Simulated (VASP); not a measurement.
# Sb (I4/mmm) in VASP: electric field gradients with PBEsol

Aim: the electric field gradients of Sb with PBEsol.

Program: VASP 6.6.1. These are calculated values, not measurements. Logs are shortened: lines on timing, memory, paths and dates and some standing lists are left out, and cuts for length are marked.

## (1) The cell of the first run

It takes space group I4/mmm (No. 139, tetragonal). Conventional cell: a = 3.010 Å, b = 3.010 Å, c = 4.960 Å, α = 90.00°, β = 90.00°, γ = 90.00°. Within 4.0 Å of Sb (site symmetry 4/mmm) lie 12 Sb at 3.01 to 3.27 Å.

## (2) Electric field gradients, PBEsol

INCAR reads:

```
SYSTEM = Sb
  PREC = Accurate
  ENCUT = 520
  EDIFF = 1E-8
  ISMEAR = -1
  SIGMA = 0.03
  LREAL = .False.
  LASPH = .True.
  NELM = 100
  ALGO = Normal
  ISIF = 2
  LWAVE = .False.
  LCHARG = .False.
  GGA = PS
  LEFG = .True.
  ISYM = 0
  NBANDS = 8
```

KPOINTS reads:

```
Automatic mesh
0
Gamma
  13 13 15
  0 0 0
```

POSCAR reads:

```
Sb
1.0
   -1.5050000000      1.5050000000      2.4800000000
    1.5050000000     -1.5050000000      2.4800000000
    1.5050000000      1.5050000000     -2.4800000000
Sb
1
Direct
    0.0000000000      0.0000000000      0.0000000000
```

Potentials or basis: VASP PAW PBE potentials, release 64 (Sb).

Command:

```bash
cat potpaw_PBE.64/Sb/POTCAR > POTCAR
mpirun -np 1 vasp_std > vasp.out
```

OUTCAR:

```text
SYSTEM = Sb
   PREC = Accurate
   ENCUT = 520
   EDIFF = 1E-8
   ISMEAR = -1
   LREAL = .False.
   LASPH = .True.
   NELM = 100
   ISIF = 2
   GGA = PS
   ISYM = 0

 ion  position               nearest neighbor table
   1  0.000  0.000  0.000-

IMPORTANT INFORMATION: All symmetrisations will be switched off!
NOSYMM: (Re-)initialisation of all symmetry stuff for point group C_1.

----------------------------------------------------------------------------------------

                                     Primitive cell

  volume of cell :      22.4690

  direct lattice vectors                    reciprocal lattice vectors
    -1.505000000  1.505000000  2.480000000     0.000000000  0.332225914  0.201612903
     1.505000000 -1.505000000  2.480000000     0.332225914  0.000000000  0.201612903
     1.505000000  1.505000000 -2.480000000     0.332225914  0.332225914  0.000000000

  length of vectors
     3.268095776  3.268095776  3.268095776     0.388615260  0.388615260  0.469838393

  position of ions in fractional coordinates (direct lattice)
     0.000000000  0.000000000  0.000000000

  ion indices of the primitive-cell ions
   primitive index   ion index
                 1           1

----------------------------------------------------------------------------------------

 KPOINTS: Automatic mesh

Automatic generation of k-mesh.
 Grid dimensions read from file:
 generate k-points for:   13   13   15

 Generating k-lattice:

  Cartesian coordinates                     Fractional coordinates (reciprocal lattice)
     0.000000000  0.025555840  0.015508685     0.076923077  0.000000000 -0.000000000
     0.025555840  0.000000000  0.015508685     0.000000000  0.076923077 -0.000000000
     0.022148394  0.022148394  0.000000000     0.000000000  0.000000000  0.066666667

  Length of vectors
     0.029893482  0.029893482  0.031322560

  Shift w.r.t. Gamma in fractional coordinates (k-lattice)
     0.000000000  0.000000000  0.000000000

 -----------------------------------------------------------------------------
|                                                                             |
|           W    W    AA    RRRRR   N    N  II  N    N   GGGG   !!!           |
|           W    W   A  A   R    R  NN   N  II  NN   N  G    G  !!!           |
|           W    W  A    A  R    R  N N  N  II  N N  N  G       !!!           |
|           W WW W  AAAAAA  RRRRR   N  N N  II  N  N N  G  GGG   !            |
|           WW  WW  A    A  R   R   N   NN  II  N   NN  G    G                |
|           W    W  A    A  R    R  N    N  II  N    N   GGGG   !!!           |
|                                                                             |
|     Your reciprocal lattice and k-lattice belong to different lattice       |
|     classes:                                                                |
|                                                                             |
|        The reciprocal lattice is body-centered tetragonal,                  |
|        whereas your k-lattice is base-centered monoclinic.                  |
|                                                                             |
|     Results are often still useful ...                                      |
|                                                                             |
 -----------------------------------------------------------------------------

 WARNING: IBZKPT: internal override: KBLOWUP is changed to .FALSE.
      ... skipping the blow-up phase ...

 Subroutine IBZKPT returns following result:
 ===========================================

 Found   1268 irreducible k-points:

 Following reciprocal coordinates:
            Coordinates               Weight
  0.000000  0.000000  0.000000      1.000000
  0.076923 -0.000000  0.000000      2.000000
  0.153846  0.000000  0.000000      2.000000
  0.230769  0.000000  0.000000      2.000000
  0.307692  0.000000  0.000000      2.000000
  0.384615  0.000000  0.000000      2.000000
[... 16 lines left out ...]
  0.153846  0.153846  0.000000      2.000000
  0.230769  0.153846  0.000000      2.000000
 [... further k-points ...]
   k-points           NKPTS =   1268   k-points in BZ     NKDIM =   1268   number of bands    NBANDS=      8
   number of dos      NEDOS =    301   number of ions     NIONS =      1
   total plane-waves  NPLWV =  13824
   dimension x,y,z NGX =    24 NGY =   24 NGZ =   24
   dimension x,y,z NGXF=    48 NGYF=   48 NGZF=   48
   ions per type =               1
   NGX,Y,Z   is equivalent  to a cutoff of  12.21, 12.21, 12.21 a.u.
   NGXF,Y,Z  is equivalent  to a cutoff of  24.42, 24.42, 24.42 a.u.
 SYSTEM =  Sb
   PREC   = accura    normal or accurate (medium, high low for compatibility)
   ISTART =      0    job   : 0-new  1-cont  2-samecut
   ICHARG =      2    charge: 1-file 2-atom 10-const
   ISPIN  =      1    spin polarized calculation?
   LNONCOLLINEAR =      F non collinear calculations
   LSORBIT =      F    spin-orbit coupling
   LASPH  =      T    aspherical Exc in radial PAW
   ENCUT  =  520.0 eV  38.22 Ry    6.18 a.u.   6.08  6.08  6.08*2*pi/ulx,y,z
   NELM   =    100;   NELMIN=  2; NELMDL= -5     # of ELM steps
   EDIFF  = 0.1E-07   stopping-criterion for ELM
   LREAL  =      F    real-space projection
   EDIFFG = 0.1E-06   stopping-criterion for IOM
   NSW    =      0    number of steps for IOM
   IBRION =     -1    ionic relax: 0-MD 1-quasi-New 2-CG
   NFREE  =      0    steps in history (QN), initial steepest desc. (CG)
   ISIF   =      2    stress and relaxation
   ISYM   =      0    0-nonsym 1-usesym 2-fastsym
   POTIM  = 0.5000    time-step for ionic-motion
   TEBEG  =    0.0;   TEEND  =   0.0 temperature during run
   PSTRESS=    0.0 pullay stress
   NELECT =       5.0000    total number of electrons
   NUPDOWN=      -1.0000    fix difference up-down
   EMIN   =  10.00;   EMAX   =-10.00  energy-range for DOS
   EFERMI =   0.00;   METHOD = LEGACY
   ISMEAR =    -1;   SIGMA  =   0.03  broadening in eV -4-tet -1-fermi 0-gaus
   EFERMI_NEDOS =   21; number of points for ismear=-14 and -15
   IALGO  =     38    algorithm
   IMIX   =      4    mixing-type and parameters
     AMIX     =   0.40;   BMIX     =  1.00
     AMIX_MAG =   1.60;   BMIX_MAG =  1.00
  volume/ion in A,a.u.               =      22.47       151.63
  Fermi-wavevector in a.u.,A,eV,Ry     =   0.992057  1.874716 13.390541  0.984177
  Thomas-Fermi vector in A             =   2.123842
   LORBIT       =      0    0 simple, 1 ext, 2 COOP (PROOUT), +10 PAW based schemes
   GGA     = PS    functional components
   LHFCALC =     F    Hartree Fock is set to
   AEXX    =    0.0000 exact exchange contribution
   IVDW    =     0    specifies the selected vdW correction
   LEPSILON=     F    determine dielectric tensor
   LRPA    =     F    only Hartree local field effects (RPA)
 non-spin polarized calculation
  energy-cutoff  :      520.00
  volume of cell :       22.47
 maximum number of plane-waves:       631
   NGX = 13   NGY = 13   NGZ = 13

 number of electron       5.0000000 magnetization

 Free energy of the ion-electron system (eV)
  ---------------------------------------------------
  ext. energy  EPLUGINS =         0.00000000
  ---------------------------------------------------
  free energy    TOTEN  =        -4.15296601 eV

  energy without entropy =       -4.15100733  energy(sigma->0) =       -4.15198667

 E-fermi :  10.9564     XC(G=0): -11.1286

 val. band max:       10.9473813037   @ k =  -0.0769   0.3846   0.2000
 cond. band min:      10.9595235031   @ k =  -0.0769   0.0000   0.4000
 fundamental gap:      0.0121421994
 Fermi energy:        10.9563539806

 k-point     1 :       0.0000    0.0000    0.0000
  band No.  band energies     occupation
      1      -3.5841      2.00000
      2      17.4412      0.00000
      3      17.7087      0.00000
      4      17.7119      0.00000
      5      21.1139      0.00000
      6      21.4090      0.00000
      7      22.1268      0.00000
      8      22.1289      0.00000
[... 243 lines left out ...]
 k-point    24 :       0.2308    0.1538    0.0000
  band No.  band energies     occupation
      1      -1.3345      2.00000
      2       9.9322      2.00000
      3      12.3559      0.00000
      4      14.8741      0.00000
      5      19.9809      0.00000
      6      21.0681      0.00000
      7      22.6428      0.00000
      8      23.6814      0.00000

 [... further k-points ...]

------------------------ aborting loop because EDIFF is reached ----------------------------------------

  FORCE on cell =-STRESS in cart. coord.  units (eV):
  Direction    XX          YY          ZZ          XY          YZ          ZX
  --------------------------------------------------------------------------------------
  -------------------------------------------------------------------------------------
  Total        2.2772371      2.2772371      1.9163563      0.0222278     -0.0148325     -0.0148325
  in kB      162.3806085    162.3806082    136.6476518      1.5849782     -1.0576434     -1.0576437
  external PRESSURE =     153.8029562 kB  Pullay stress =       0.0000000 kB

 VOLUME and BASIS-vectors are now :
 -----------------------------------------------------------------------------
  energy-cutoff  :      520.00
  volume of cell :       22.47
      direct lattice vectors                 reciprocal lattice vectors
    -1.505000000  1.505000000  2.480000000     0.000000000  0.332225914  0.201612903
     1.505000000 -1.505000000  2.480000000     0.332225914  0.000000000  0.201612903
     1.505000000  1.505000000 -2.480000000     0.332225914  0.332225914  0.000000000

 POSITION                                       TOTAL-FORCE (eV/Angst)
 -----------------------------------------------------------------------------------
      0.00000      0.00000      0.00000         0.000000      0.000000     -0.000000
 -----------------------------------------------------------------------------------
    total drift:                                0.000000      0.000000     -0.000000

  FREE ENERGIE OF THE ION-ELECTRON SYSTEM (eV)
  ---------------------------------------------------
  free  energy   TOTEN  =        -4.1529660059 eV

  energy  without entropy=       -4.1510073312  energy(sigma->0) =       -4.15198667

 Electric field gradients (V/A^2)
---------------------------------------------------------------------
 ion       V_xx      V_yy      V_zz      V_xy      V_xz      V_yz
---------------------------------------------------------------------
   1     -21.141   -21.141    42.283     4.012    -0.328    -0.328
---------------------------------------------------------------------

 Electric field gradients after diagonalization (V/A^2)
 (convention: |V_zz| > |V_xx| > |V_yy|)
----------------------------------------------------------------------
 ion       V_xx      V_yy      V_zz     asymmetry (V_yy - V_xx)/ V_zz
----------------------------------------------------------------------
   1     -25.153   -17.133    42.286       0.190
----------------------------------------------------------------------

           NMR quadrupolar parameters

 Cq : quadrupolar parameter    Cq=e*Q*V_zz/h
 eta: asymmetry parameters     (V_yy - V_xx)/ V_zz
 Q  : nuclear electric quadrupole moment in mb (millibarn)
----------------------------------------------------------------------
 ion       Cq(MHz)       eta       Q (mb)
----------------------------------------------------------------------
   1       0.102       0.190       1.000
----------------------------------------------------------------------
```

Run time: 3.7 min. Hardware: 1 thread of AMD EPYC 7R13, shared host; peak memory 0.31 GiB.

Results:

| Quantity | Value |
| --- | --- |
| Free energy | -4.1530 eV |
| Pressure | 15.4 GPa |

Electric field gradients, principal values (V/Å²):
| atom | least | middle | greatest (by size) |
| --- | --- | --- | --- |
| 1 Sb | -17.133 | -25.153 | 42.286 |

Caveat: without QUAD_EFG the Cq values of the log hold for a quadrupole moment of 1 mb, not for the nuclei; the PAW data sets were made with another functional, which shifts forces and pressure a little; spin-orbit coupling is left out, which moves the levels of the heavy elements.
